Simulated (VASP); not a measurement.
Here is a VASP 6.6.1 calculation.

File INCAR:

```
PREC = Accurate
ENCUT = 520
EDIFF = 1E-7
ISMEAR = -1
SIGMA = 0.05
LREAL = F
LASPH = T
NELM = 60
ALGO = Normal
ISIF = 2
LWAVE = F
LCHARG = F
GGA = PE
NBANDS = 8
```

The input KPOINTS:

```
Automatic mesh
0
Gamma
  13 13 13
```

POSCAR

```
Sb
1.0
    3.1600000000     -0.0158000000     -0.0158000000
   -0.0158000000      3.1600000000     -0.0158000000
   -0.0158000000     -0.0158000000      3.1600000000
Sb
1
Direct
    0.0000000000      0.0000000000      0.0000000000
```

Potentials or basis: VASP PAW PBE potentials, release 64 (Sb).

Launch:

```sh
$ cat potpaw_PBE.64/Sb/POTCAR > POTCAR
$ mpirun -np 1 vasp_std > vasp.out
```

Task: Estimate the pressure.

Result: -2.6 GPa.

Stress tensor (GPa, compression positive):
```
-2.55  0.13  0.13
 0.13 -2.55  0.13
 0.13  0.13 -2.55
```

Caveat: the cell differs from its parent crystal (equal xy, yz and zx shear strains of -1 %).
